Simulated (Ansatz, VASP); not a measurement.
**Cu2O in VASP and in Ansatz**

```
Cu O
1.0
     4.26000    0.00000    0.00000
     0.00000    4.26000    0.00000
     0.00000    0.00000    4.26000
Cu O
4 2
Direct
  0.25000 0.25000 0.25000
  0.25000 0.75000 0.75000
  0.75000 0.75000 0.25000
  0.75000 0.25000 0.75000
  0.00000 0.00000 0.00000
  0.50000 0.50000 0.50000
```

Alike in both runs: task single point; functional PBE; k mesh 6 × 6 × 6; occupations gaussian, width 0.05 eV; collinear spin.

```csv
,VASP,Ansatz
version,VASP 6.6.1,Ansatz 0.2.0
potentials or method,"VASP PAW PBE potentials, release 64 (Cu, O), cutoff 600 eV","scalar-relativistic, plane waves, PAW"
valence electrons in the cell,56,88
```

VASP gave:

```
gap on the k mesh at the Fermi level (eV) : 0.54
least direct gap on the mesh (eV)         : 0.54
pressure (GPa)                            : 4.0
net moment per atom (μB)                  : 0.00
```

Q: Which values does Ansatz return?

A: gap on the k mesh at the Fermi level (eV): 0.53; least direct gap on the mesh (eV): 0.53; pressure (GPa): 3.2; net moment per atom (μB): 0.00.

The functional is the same, so the differences come from potentials, cutoffs and numerics. VASP's potentials hold 56 valence electrons a cell and Ansatz's 88, so a difference there can come from the potentials and not from the codes. Ansatz's warnings: seeded moment not kept.
